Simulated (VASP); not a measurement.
# HW32Se64 (a cell with a defect): single point with PBE

System: HW32Se64 (a cell with a defect).

```
W Se H
1.0
    12.99971    0.00000    0.00000
    -6.49985   11.25808    0.00000
     0.00000    0.00000   12.82612
W Se H
32 64 1
Direct
  0.16730 0.08419 0.74959
  0.08406 0.16669 0.25030
  0.16733 0.33413 0.74922
  0.08412 0.41788 0.25003
  0.16754 0.58424 0.74944
  0.08436 0.66745 0.24902
  0.16755 0.83429 0.74959
  0.08437 0.91741 0.24926
  0.41758 0.08419 0.74963
  0.33292 0.16565 0.25074
  0.41763 0.33421 0.74928
  0.33544 0.41647 0.25507
  0.41769 0.58448 0.74924
  0.33384 0.66759 0.25006
  0.41758 0.83433 0.74955
  0.33379 0.91671 0.24880
  0.66748 0.08430 0.74956
  0.58424 0.16762 0.24925
  0.66763 0.33423 0.74964
  0.58621 0.41867 0.25083
  0.66764 0.58450 0.74961
  0.58499 0.66764 0.25040
  0.66755 0.83440 0.74957
  0.58418 0.91752 0.24903
  0.91742 0.08426 0.74956
  0.83423 0.16759 0.24901
  0.91749 0.33424 0.74953
  0.83506 0.41796 0.24882
  0.91752 0.58428 0.74960
  0.83436 0.66742 0.24929
  0.91750 0.83432 0.74963
  0.83441 0.91741 0.24892
  0.08420 0.16770 0.88175
  0.16600 0.08236 0.38303
  0.08391 0.16727 0.61724
  0.16758 0.08447 0.11727
  0.08431 0.41747 0.88164
  0.16129 0.33118 0.38366
  0.08403 0.41760 0.61720
  0.16994 0.33505 0.12009
  0.08428 0.66748 0.88172
  0.16704 0.58460 0.38229
  0.08421 0.66764 0.61733
  0.16790 0.58387 0.11704
  0.08421 0.91755 0.88182
  0.16731 0.83375 0.38142
  0.08413 0.91744 0.61737
  0.16733 0.83402 0.11644
  0.33421 0.16765 0.88167
  0.41749 0.08153 0.38202
  0.33396 0.16701 0.61758
  0.41709 0.08433 0.11716
  0.33423 0.41753 0.88127
  0.42699 0.32462 0.38886
  0.33425 0.41764 0.61722
  0.41770 0.33422 0.12042
  0.33428 0.66745 0.88165
  0.42068 0.59095 0.38402
  0.33425 0.66783 0.61725
  0.41677 0.58188 0.12009
  0.33423 0.91751 0.88183
  0.41775 0.83504 0.38168
  0.33423 0.91754 0.61735
  0.41739 0.83350 0.11671
  0.58421 0.16756 0.88187
  0.66754 0.08417 0.38137
  0.58427 0.16758 0.61734
  0.66738 0.08437 0.11680
  0.58413 0.41755 0.88168
  0.67034 0.33419 0.38210
  0.58487 0.41791 0.61759
  0.66756 0.33470 0.11712
  0.58408 0.66758 0.88176
  0.66932 0.58562 0.38308
  0.58461 0.66795 0.61727
  0.66730 0.58416 0.11739
  0.58421 0.91759 0.88180
  0.66850 0.83557 0.38172
  0.58430 0.91769 0.61729
  0.66727 0.83371 0.11704
  0.83416 0.16756 0.88179
  0.91625 0.08335 0.38169
  0.83417 0.16756 0.61730
  0.91802 0.08454 0.11697
  0.83428 0.41755 0.88183
  0.91681 0.33396 0.38166
  0.83432 0.41764 0.61736
  0.91828 0.33441 0.11669
  0.83422 0.66757 0.88184
  0.91802 0.58444 0.38142
  0.83442 0.66773 0.61737
  0.91779 0.58452 0.11648
  0.83418 0.91760 0.88184
  0.91760 0.83415 0.38139
  0.83428 0.91760 0.61734
  0.91770 0.83409 0.11668
  0.35443 0.40060 0.39847
```

```yaml
Program: VASP 6.6.1
Task: single point
Functional: PBE
Potentials_or_basis: VASP PAW PBE potentials, release 64 (W_sv, Se, H)
Cutoff: 400 eV
k_mesh: 1 × 1 × 1, shifted
Occupations: fermi-dirac, width 0.01 eV
Spin: no spin polarisation
Dipole_correction: no
Charge: 1
Further_INCAR_settings: LREAL = Auto; ALGO = Normal; EDIFF = 1e-06; NBANDS = 470; ISYM = -1; NELECT = 832.0
```

The largest force is 0.353 eV/Å.

Forces in eV/Å, atoms in the order of the input:
```
W    0.002  0.000  0.008
W   -0.001 -0.002  0.000
W    0.004 -0.002  0.002
W    0.002  0.001  0.002
W    0.002  0.000  0.007
W    0.003 -0.002  0.007
W    0.000 -0.002  0.002
W    0.002  0.002  0.005
W    0.001 -0.002  0.005
W    0.026  0.004  0.007
W    0.001  0.000  0.008
W    0.009  0.015  0.019
W    0.000 -0.003  0.006
W   -0.003  0.009  0.007
W    0.001 -0.001  0.006
W    0.002  0.003  0.004
W    0.002  0.000  0.007
W    0.005 -0.008  0.002
W    0.000 -0.001  0.004
W   -0.008 -0.015  0.001
W    0.002  0.000  0.007
W    0.005  0.008  0.004
W    0.001 -0.002  0.002
W    0.005 -0.001  0.006
W    0.002  0.001  0.006
W    0.002 -0.007  0.001
W    0.001 -0.001  0.007
W    0.002 -0.001  0.005
W    0.000  0.000  0.004
W   -0.002 -0.006  0.004
W    0.001 -0.001  0.006
W    0.004  0.000  0.006
Se   0.000  0.006  0.049
Se   0.011  0.002  0.057
Se   0.002  0.002 -0.040
Se   0.010  0.005 -0.041
Se  -0.002 -0.008  0.050
Se  -0.040 -0.022  0.059
Se   0.000 -0.003 -0.047
Se   0.001 -0.006 -0.039
Se  -0.003  0.003  0.047
Se   0.003 -0.001  0.055
Se  -0.001  0.004 -0.043
Se   0.010  0.000 -0.038
Se  -0.003 -0.006  0.050
Se   0.004  0.001  0.053
Se  -0.002 -0.003 -0.048
Se   0.002  0.003 -0.048
Se   0.002  0.003  0.057
Se   0.019  0.001  0.050
Se   0.000 -0.001 -0.039
Se   0.002  0.001 -0.054
Se   0.006 -0.005  0.050
Se   0.005 -0.003  0.002
Se   0.007 -0.002 -0.042
Se   0.002 -0.001 -0.060
Se   0.004  0.000  0.056
Se  -0.001  0.016  0.038
Se   0.001  0.000 -0.040
Se   0.009  0.014 -0.044
Se   0.006  0.000  0.048
Se   0.000  0.004  0.047
Se   0.008  0.000 -0.044
Se   0.002 -0.007 -0.051
Se  -0.001  0.005  0.047
Se   0.009 -0.003  0.047
Se  -0.002  0.005 -0.043
Se   0.008 -0.004 -0.052
Se  -0.001 -0.008  0.050
Se   0.008 -0.006  0.056
Se  -0.002 -0.008 -0.042
Se   0.004  0.000 -0.049
Se  -0.001  0.003  0.049
Se   0.011 -0.012  0.047
Se  -0.001  0.006 -0.042
Se   0.001 -0.009 -0.041
Se  -0.003 -0.006  0.049
Se  -0.001  0.005  0.054
Se  -0.002 -0.005 -0.049
Se   0.001 -0.005 -0.038
Se   0.002  0.000  0.056
Se  -0.001 -0.007  0.050
Se   0.001  0.000 -0.041
Se   0.002 -0.006 -0.054
Se   0.008  0.000  0.048
Se  -0.009 -0.002  0.048
Se   0.006  0.000 -0.046
Se   0.002  0.000 -0.046
Se   0.000  0.000  0.055
Se  -0.005 -0.011  0.051
Se   0.000  0.001 -0.045
Se  -0.002 -0.009 -0.049
Se   0.007 -0.001  0.048
Se  -0.002  0.000  0.051
Se   0.006 -0.001 -0.045
Se   0.002 -0.002 -0.048
H   -0.175  0.096 -0.292
```

Levels at points of the mesh, in eV from the Fermi level:
```
           k point  band 414  band 415  band 416  band 417  band 418  band 419
(0.25, 0.25, 0.25)     -0.74     -0.58     -0.47      0.72      0.81      0.84
```

It took 10 min on 4 MPI ranks on Intel(R) Xeon(R) Platinum 8488C (Sapphire Rapids), on a shared host, peak memory 0.6 GiB a rank.

Caveat: the cell carries a net charge on a neutralising background, which shifts energy and pressure; the cell is charged against a uniform background, so pressure and absolute levels hang on convention; spin-orbit coupling is left out, which moves the levels of the heavy elements.
